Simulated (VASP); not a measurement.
# B18N19 (a cell with a defect) in VASP: single point with PBEsol

Aim: the single point of B18N19 (a cell with a defect) with PBEsol.

Program: VASP 6.6.1. These are calculated values, not measurements. Logs are shortened: lines on timing, memory, paths and dates and some standing lists are left out, and cuts for length are marked.

## (1) The cell of the first run

The cell holds a defect, 37 atoms: a = 7.495 Å, b = 7.495 Å, c = 6.636 Å, α = 90.00°, β = 90.00°, γ = 120.00°.

## (2) Single point, PBEsol, collinear spin

Input file INCAR:

```
PREC     = Accurate       # precision mode
ENCUT    = 520            # plane-wave cutoff, eV
EDIFF    = 1E-7           # SCF threshold, eV
ISMEAR   = -1             # smearing method
SIGMA    = 0.02           # smearing width, eV
LREAL    = Auto         
LASPH    = T              # aspherical terms in the spheres
NELM     = 150            # most SCF steps
ALGO     = Normal         # electronic algorithm
ISIF     = 2              # what is computed and relaxed
LWAVE    = F              # write WAVECAR
LCHARG   = F              # write CHGCAR
ISPIN    = 2              # spin polarisation
MAGMOM   = 0 0 0 0 0 0 0 0 0 0 0 0 0 0 0 0 0 0 0.08 0.13 0 0 0.08 0 0.08 0 0 0 0 0 0 0 0 0 0 0 1.28 # initial moments
LORBIT   = 11             # projections on sites
GGA      = PS             # functional
NBANDS   = 102            # bands
```

Input file KPOINTS:

```
Automatic mesh
0
Gamma
  2 2 2
```

Input file POSCAR:

```
B18N19
1.0
    7.4947200000      0.0000000000      0.0000000000
   -3.7473600000      6.4906180000      0.0000000000
    0.0000000000      0.0000000000      6.6357000000
B N
18 19
Direct
    0.1177096752      0.2486820207      0.1556731016
    0.2380325389      0.1119153831      0.7586690176
    0.1187990403      0.5674035970      0.2144611721
    0.2292847711      0.4474150227      0.7633105776
    0.1186390795      0.8993442535      0.2746808927
    0.2380162318      0.7822213540      0.8345916783
    0.4373283004      0.2411172557      0.2248896122
    0.5654868403      0.1013154680      0.7924860979
    0.4481090102      0.5748451072      0.2477960125
    0.5794278129      0.4491559972      0.7845291378
    0.4369891294      0.9001300030      0.2740780927
    0.5592607140      0.7735318886      0.7825398978
    0.7785730348      0.2241543101      0.2351974924
    0.8999113034      0.1229620970      0.7363503474
    0.7773518589      0.5617646887      0.2693913227
    0.8856915727      0.4351357606      0.8065614781
    0.7887588168      0.8890062549      0.2637702126
    0.8897356109      0.7906951233      0.7878294679
    0.1354118665      0.2319963985      0.7643051976
    0.2315427421      0.1324527187      0.1982006420
    0.1195233185      0.5540150414      0.7957412180
    0.2350385111      0.4680756131      0.1845924318
    0.1225096161      0.9010544142      0.8077067981
    0.2154555971      0.7818515895      0.2284612023
    0.4621687418      0.2255255201      0.8260921983
    0.5446526544      0.1220376858      0.2742890727
    0.4480012865      0.5430607686      0.7423632774
    0.5561603206      0.4551646700      0.2385128924
    0.4555243969      0.8853240169      0.8209231882
    0.5604303329      0.7890003695      0.2864505629
    0.7854403314      0.2211037531      0.7549617975
    0.8843641027      0.1164449980      0.2018927920
    0.7947590918      0.5745369701      0.8133279081
    0.8855782442      0.4409133306      0.2111156321
    0.7829550271      0.8898074113      0.7543137875
    0.9010005055      0.7824832705      0.2858929729
    0.2231404547      0.0257448520      0.4848169748
```

Potentials or basis: VASP PAW PBE potentials, release 64 (B, N).

Started as:

```sh
$ cat potpaw_PBE.64/B/POTCAR potpaw_PBE.64/N/POTCAR > POTCAR
$ mpirun -np 1 vasp_std > vasp.out
```

OUTCAR:

```text
PREC = Accurate
   ENCUT = 520
   EDIFF = 1E-7
   ISMEAR = -1
   LREAL = Auto
   LASPH = T
   NELM = 150
   ISIF = 2
   ISPIN = 2
   LORBIT = 11
   GGA = PS

 ion  position               nearest neighbor table
   1  0.118  0.249  0.156-  22 1.44  20 1.52  32 1.55
   2  0.238  0.112  0.759-  23 1.41  19 1.45  25 1.52  37 1.91
   3  0.119  0.567  0.214-  24 1.40  22 1.41  34 1.52
   4  0.229  0.447  0.763-  19 1.40  21 1.42  27 1.43
   5  0.119  0.899  0.275-  36 1.42  24 1.43  20 1.60  37 1.65
   6  0.238  0.782  0.835-  29 1.42  21 1.50  23 1.53
   7  0.437  0.241  0.225-  20 1.35  28 1.40  26 1.51
   8  0.565  0.101  0.792-  29 1.41  31 1.45  25 1.50
   9  0.448  0.575  0.248-  30 1.41  22 1.45  28 1.48
  10  0.579  0.449  0.785-  33 1.42  25 1.48  27 1.50
  11  0.437  0.900  0.274-  26 1.44  24 1.47  30 1.53
[... 23 lines left out ...]
  35  0.783  0.890  0.754-  18 1.36  12 1.46  14 1.52
  36  0.901  0.782  0.286-   5 1.42  17 1.43  15 1.44
  37  0.223  0.026  0.485-   5 1.65   2 1.91

  LATTYP: Found a hexagonal cell.
 ALAT       =     7.4947200000
 C/A-ratio  =     0.8853833099

  Lattice vectors:

 A1 = (   7.4947200000,   0.0000000000,   0.0000000000)
 A2 = (  -3.7473600000,   6.4906180000,   0.0000000000)
 A3 = (   0.0000000000,   0.0000000000,   6.6357000000)

Analysis of symmetry for initial positions (statically):
=====================================================================
 Subroutine PRICEL returns:
 Original cell was already a primitive cell.

 Routine SETGRP: Setting up the symmetry group for a
 hexagonal supercell.

 Subroutine GETGRP returns: Found  1 space group operations
 (whereof  1 operations were pure point group operations)
 out of a pool of 24 trial point group operations.

The static configuration has the point symmetry C_1 .

Analysis of symmetry for dynamics (positions and initial velocities):
=====================================================================
 Subroutine PRICEL returns:
 Original cell was already a primitive cell.

 Routine SETGRP: Setting up the symmetry group for a
 hexagonal supercell.

 Subroutine GETGRP returns: Found  1 space group operations
 (whereof  1 operations were pure point group operations)
 out of a pool of 24 trial point group operations.

The dynamic configuration has the point symmetry C_1 .

Analysis of structural, dynamic, and magnetic symmetry:
=====================================================================
 Subroutine PRICEL returns:
 Original cell was already a primitive cell.

 Routine SETGRP: Setting up the symmetry group for a
 hexagonal supercell.

 Subroutine GETGRP returns: Found  1 space group operations
 (whereof  1 operations were pure point group operations)
 out of a pool of 24 trial point group operations.

The overall configuration has the point symmetry C_1 .

 Subroutine INISYM returns: Found  1 space group operations
 (whereof  1 operations are pure point group operations),
 and found     1 'primitive' translations

----------------------------------------------------------------------------------------

                                     Primitive cell

  volume of cell :     322.7960

  direct lattice vectors                    reciprocal lattice vectors
     7.494720000  0.000000000  0.000000000     0.133427266  0.077034267  0.000000000
    -3.747360000  6.490618000  0.000000000     0.000000000  0.154068534  0.000000000
     0.000000000  0.000000000  6.635700000     0.000000000  0.000000000  0.150700002

  length of vectors
     7.494720000  7.494720074  6.635700000     0.154068536  0.154068534  0.150700002

  position of ions in fractional coordinates (direct lattice)
     0.117709675  0.248682021  0.155673102
     0.238032539  0.111915383  0.758669018
     0.118799040  0.567403597  0.214461172
     0.229284771  0.447415023  0.763310578
     0.118639079  0.899344253  0.274680893
     0.238016232  0.782221354  0.834591678
[... 29 lines left out ...]
     0.901000506  0.782483271  0.285892973
     0.223140455  0.025744852  0.484816975

[... 76 lines left out ...]
   k-points           NKPTS =      8   k-points in BZ     NKDIM =      8   number of bands    NBANDS=    102
   number of dos      NEDOS =    301   number of ions     NIONS =     37
   total plane-waves  NPLWV = 156800
   dimension x,y,z NGX =    56 NGY =   56 NGZ =   50
   dimension x,y,z NGXF=   112 NGYF=  112 NGZF=  100
   ions per type =              18  19
   NGX,Y,Z   is equivalent  to a cutoff of  12.42, 12.42, 12.53 a.u.
   NGXF,Y,Z  is equivalent  to a cutoff of  24.84, 24.84, 25.05 a.u.
 SYSTEM =  unknown system
   PREC   = accura    normal or accurate (medium, high low for compatibility)
   ISTART =      0    job   : 0-new  1-cont  2-samecut
   ICHARG =      2    charge: 1-file 2-atom 10-const
   ISPIN  =      2    spin polarized calculation?
   LNONCOLLINEAR =      F non collinear calculations
   LSORBIT =      F    spin-orbit coupling
   LASPH  =      T    aspherical Exc in radial PAW
   ENCUT  =  520.0 eV  38.22 Ry    6.18 a.u.  13.94 13.94 12.34*2*pi/ulx,y,z
   NELM   =    150;   NELMIN=  2; NELMDL= -5     # of ELM steps
   EDIFF  = 0.1E-06   stopping-criterion for ELM
   LREAL  =      T    real-space projection
   EDIFFG = 0.1E-05   stopping-criterion for IOM
   NSW    =      0    number of steps for IOM
   IBRION =     -1    ionic relax: 0-MD 1-quasi-New 2-CG
   NFREE  =      0    steps in history (QN), initial steepest desc. (CG)
   ISIF   =      2    stress and relaxation
   ISYM   =      2    0-nonsym 1-usesym 2-fastsym
   POTIM  = 0.5000    time-step for ionic-motion
   TEBEG  =    0.0;   TEEND  =   0.0 temperature during run
   PSTRESS=    0.0 pullay stress
   NELECT =     149.0000    total number of electrons
   NUPDOWN=      -1.0000    fix difference up-down
   EMIN   =  10.00;   EMAX   =-10.00  energy-range for DOS
   EFERMI =   0.00;   METHOD = LEGACY
   ISMEAR =    -1;   SIGMA  =   0.02  broadening in eV -4-tet -1-fermi 0-gaus
   EFERMI_NEDOS =   21; number of points for ismear=-14 and -15
   IALGO  =     38    algorithm
   IMIX   =      4    mixing-type and parameters
     AMIX     =   0.40;   BMIX     =  1.00
     AMIX_MAG =   1.60;   BMIX_MAG =  1.00
  volume/ion in A,a.u.               =       8.72        58.87
  Fermi-wavevector in a.u.,A,eV,Ry     =   1.265205  2.390891 21.779435  1.600743
  Thomas-Fermi vector in A             =   2.398470
   LORBIT       =     11    0 simple, 1 ext, 2 COOP (PROOUT), +10 PAW based schemes
   GGA     = PS    functional components
   LHFCALC =     F    Hartree Fock is set to
   AEXX    =    0.0000 exact exchange contribution
   IVDW    =     0    specifies the selected vdW correction
   LEPSILON=     F    determine dielectric tensor
   LRPA    =     F    only Hartree local field effects (RPA)
 spin polarized calculation
  energy-cutoff  :      520.00
  volume of cell :      322.80
 maximum number of plane-waves:      8725
 NGX is ok and might be reduce to    56
   NGX = 27   NGY = 27   NGZ = 25

 number of electron     149.0000014 magnetization       1.0000116

 Free energy of the ion-electron system (eV)
  ---------------------------------------------------
  ext. energy  EPLUGINS =         0.00000000
  ---------------------------------------------------
  free energy    TOTEN  =      -326.63175353 eV

  energy without entropy =     -326.63175353  energy(sigma->0) =     -326.63175353

 E-fermi :   3.3468     XC(G=0): -10.5417

 val. band max:        2.8308147675   @ k =   0.5000   0.5000   0.5000
 cond. band min:       3.8067983667   @ k =   0.0000   0.0000   0.0000
 fundamental gap:      0.9759835992
 Fermi energy:         3.3468289253

 spin component 1

 k-point     1 :       0.0000    0.0000    0.0000
  band No.  band energies     occupation
      1     -15.5125      1.00000
      2     -15.0055      1.00000
      3     -13.8896      1.00000
      4     -13.6421      1.00000
      5     -13.6128      1.00000
      6     -13.5489      1.00000
[... 701 lines left out ...]
     85       8.7296      0.00000
     86       9.1828      0.00000
 Fermi energy:         3.3468289253

 spin component 2

 k-point     1 :       0.0000    0.0000    0.0000
  band No.  band energies     occupation
      1     -15.4683      1.00000
      2     -14.9907      1.00000
      3     -13.7900      1.00000
      4     -13.6340      1.00000
      5     -13.6029      1.00000
      6     -13.5391      1.00000
[... 701 lines left out ...]
     85       8.7491      0.00000
     86       9.2098      0.00000
 [bands above 86 left out]

------------------------ aborting loop because EDIFF is reached ----------------------------------------

  FORCE on cell =-STRESS in cart. coord.  units (eV):
  Direction    XX          YY          ZZ          XY          YZ          ZX
  --------------------------------------------------------------------------------------
  -------------------------------------------------------------------------------------
  Total       -0.0514780      3.3614341     -4.6542388     -1.2862808      0.7140688     -1.3099008
  in kB       -0.2555079     16.6842613    -23.1010139     -6.3843716      3.5442342     -6.5016080
  external PRESSURE =      -2.2240868 kB  Pullay stress =       0.0000000 kB

 VOLUME and BASIS-vectors are now :
 -----------------------------------------------------------------------------
  energy-cutoff  :      520.00
  volume of cell :      322.80
      direct lattice vectors                 reciprocal lattice vectors
     7.494720000  0.000000000  0.000000000     0.133427266  0.077034267  0.000000000
    -3.747360000  6.490618000  0.000000000     0.000000000  0.154068534  0.000000000
     0.000000000  0.000000000  6.635700000     0.000000000  0.000000000  0.150700002

 POSITION                                       TOTAL-FORCE (eV/Angst)
 -----------------------------------------------------------------------------------
     -0.04970      1.61410      1.03300        -0.276281     -2.346498      2.533413
      1.36460      0.72640      5.03430         1.373704      2.093384     -0.100856
     -1.23590      3.68280      1.42310        -2.407683     -1.342864     -0.668950
      0.04180      2.90400      5.06510         1.401928      0.214062      0.086883
     -2.48100      5.83730      1.82270         0.658365      2.182853      1.367002
     -1.14740      5.07710      5.53810        -2.606706     -1.603124     -1.442319
[... 29 lines left out ...]
      3.82050      5.07880      1.89710        -3.062415     -0.644289     -0.401863
      1.57590      0.16710      3.21710        -0.906014      0.538258      0.026010
 -----------------------------------------------------------------------------------
    total drift:                               -0.005447     -0.003764      0.001903

  FREE ENERGIE OF THE ION-ELECTRON SYSTEM (eV)
  ---------------------------------------------------
  free  energy   TOTEN  =      -326.6317535277 eV

  energy  without entropy=     -326.6317535277  energy(sigma->0) =     -326.63175353

 total charge

# of ion       s       p       d       tot
------------------------------------------
    1        0.696   1.287   0.000   1.983
    2        0.721   1.413   0.000   2.134
    3        0.751   1.446   0.000   2.197
    4        0.766   1.510   0.000   2.276
    5        0.713   1.461   0.000   2.175
    6        0.713   1.328   0.000   2.041
[... 29 lines left out ...]
   36        1.226   2.815   0.000   4.040
   37        1.344   2.118   0.000   3.462
--------------------------------------------------
tot         36.542  76.889   0.000 113.432

 magnetization (x)

# of ion       s       p       d       tot
------------------------------------------
    1        0.000   0.002   0.000   0.003
    2       -0.001  -0.005   0.000  -0.006
    3        0.000   0.002   0.000   0.002
    4       -0.000   0.001   0.000   0.001
    5       -0.002  -0.010   0.000  -0.012
    6        0.000   0.001   0.000   0.001
[... 29 lines left out ...]
   36        0.003   0.020   0.000   0.022
   37        0.016   0.592   0.000   0.608
--------------------------------------------------
tot          0.025   0.685   0.000   0.711
```

It took 8.7 min on 1 thread of Intel Xeon 6975P-C (Granite Rapids), shared host; peak memory 0.69 GiB.

What came out:

```yaml
Free_energy: -326.6318 eV
Pressure: -0.2 GPa
Largest_force: 5.217 eV/Å
Band_gap_on_the_k_mesh: 0.98 eV
Net_moment: 1.00 μB per cell
Site_moments: B +0.00, -0.01, -0.00 (each value once); N +0.02, -0.02, +0.00, -0.01, +0.01, +0.07, -0.00, +0.61 (each value once) μB
Valence_electrons_inside_the_program's_atomic_spheres: B 1.98, 2.13, 2.20, 2.28, 2.17, 2.04, 2.29, 2.14, 2.12, 2.06, 2.10, 2.16, 2.07, 2.03, 2.25 (each value once); N 3.98, 3.93, 3.95, 4.04, 4.05, 3.92, 3.94, 4.02, 4.06, 4.01, 3.46 (each value once)
```

Forces on the atoms (eV/Å):
```
B   -0.276 -2.346  2.533
B    1.374  2.093 -0.101
B   -2.408 -1.343 -0.669
B    1.402  0.214  0.087
B    0.658  2.183  1.367
B   -2.607 -1.603 -1.442
B    5.100 -0.132  1.090
B   -1.516  2.282  0.953
B    1.279 -1.210 -0.803
B   -2.913 -1.122  0.394
B    1.565 -0.379 -1.024
B    1.146 -1.673 -1.597
B   -2.686 -0.357  0.182
B    3.236 -2.030  1.785
B    1.579 -1.276 -1.997
B    1.448  3.817 -0.874
B   -2.193  1.950 -0.323
B    4.586 -0.618  0.497
N   -4.191 -2.415 -0.727
N   -4.402 -2.631 -0.105
N   -1.697  0.848  0.582
N   -0.002 -0.849  0.574
N    0.363 -2.987 -0.238
N    2.665  0.635  0.203
N    0.836 -0.457 -2.072
N    1.692  0.222 -0.776
N    1.130  3.664  1.403
N   -0.545  2.592  0.883
N    0.221 -0.056 -0.369
N   -0.682  1.174 -0.218
N   -1.387  0.511  0.299
N    3.032 -1.018  0.187
N    0.738 -3.081 -0.485
N   -0.257  2.802  1.624
N   -2.322  2.704 -0.446
N   -3.062 -0.644 -0.402
N   -0.906  0.538  0.026
```

Stress tensor (GPa, compression positive):
```
-0.03 -0.64 -0.65
-0.64  1.67  0.35
-0.65  0.35 -2.31
```

Caveat: the k points lie up to 0.48 Å⁻¹ apart; the PAW data sets were made with another functional, which shifts forces and pressure a little.
